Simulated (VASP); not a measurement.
Runs of VASP 6.6.1 on Pb2O. The structure is that of space group Pn-3m (No. 224), or close to it. The cells are those of the table. 

```tsv
task	cell	cutoff (eV)	gap on the mesh (eV)	pressure (GPa)
relaxation of cell and atoms	relaxed from a = 5.380 Å, 6 atoms	600	none	0.0
single point	a = 5.486 Å, 6 atoms	520	none	-2.8
single point	a = 5.380 Å, 6 atoms	520	none	0.0
single point	a = 5.156 Å, 6 atoms	520	none	(b)
single point	a = 5.554 Å, 6 atoms	520	none	-4.3
single point	a = 5.270 Å, 6 atoms	520	none	3.8
single point	a = 5.214 Å, 6 atoms	520	none	6.3
single point	a = 5.433 Å, 6 atoms	520	none	-1.6
single point	a = 5.326 Å, 6 atoms	520	none	(a)
```

Alike in all rows: level PBEsol; potentials or basis VASP PAW PBE potentials, release 64 (Pb_d, O); no spin polarisation; k mesh 8 × 8 × 8; smearing gaussian 0.1 eV.

Question: Estimate the missing entries.

Answer: (a) 1.7; (b) 9.2.

Caveats: the PAW data sets were made with another functional, which shifts forces and pressure a little; spin-orbit coupling is left out, which moves the levels of the heavy elements; the cell stands under pressure (at least some runs); the relaxation stopped at its first step, so nothing moved (at least some runs); the cell stands under tension (at least some runs); semilocal functionals underestimate gaps, and a narrow one can read as zero (at least some runs).

A k mesh can miss the band edges, and the runs leave out spin-orbit coupling on Pb.

A gap of «none» marks levels without a gap at the run's occupations.
